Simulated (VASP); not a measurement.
Runs of VASP 6.6.1 on InSe. The structure is that of space group P2/m (No. 10), or close to it. The cells are those of the table. 

```csv
cell,gap on the mesh (eV),pressure (GPa),largest force (eV/Å)
"a = 4.564, b = 4.111, c = 11.085 Å, angles 90.0, 82.7, 90.0°, 8 atoms",none,1.0,0.46
"a = 4.564, b = 4.111, c = 11.597 Å, angles 90.0, 71.5, 90.0°, 8 atoms",0.80,(a),1.07
"a = 4.564, b = 4.111, c = 11.340 Å, angles 90.0, 75.8, 90.0°, 8 atoms",0.16,(b),2.22
"a = 4.564, b = 4.111, c = 11.036 Å, angles 90.0, 85.1, 90.0°, 8 atoms",none,0.5,0.90
"a = 4.564, b = 4.111, c = 11.006 Å, angles 90.0, 87.4, 90.0°, 8 atoms",0.46,0.0,1.04
"a = 4.564, b = 4.111, c = 11.152 Å, angles 90.0, 80.4, 90.0°, 8 atoms",none,1.5,0.73
"a = 4.564, b = 4.111, c = 11.460 Å, angles 90.0, 73.6, 90.0°, 8 atoms",0.54,1.4,2.01
```

Alike in all rows: task single point; level PBEsol; potentials or basis VASP PAW PBE potentials, release 64 (In_d, Se); no spin polarisation; k mesh 6 × 7 × 3; cutoff (eV) 520; smearing gaussian 0.05 eV.

Problem. Estimate the missing entries.

Solution. (a) 0.7; (b) 1.8.

Caveats: the PAW data sets were made with another functional, which shifts forces and pressure a little; spin-orbit coupling is left out, which moves the levels of the heavy elements; semilocal functionals underestimate gaps, and a narrow one can read as zero (at least some runs); the stress differs along the axes, from -1 to 5 GPa (at least some runs); the stress differs along the axes, from -1 to 4 GPa (at least some runs).

A k mesh can miss the band edges, and the runs leave out spin-orbit coupling on In, Se.

A gap of «none» marks levels without a gap at the run's occupations.
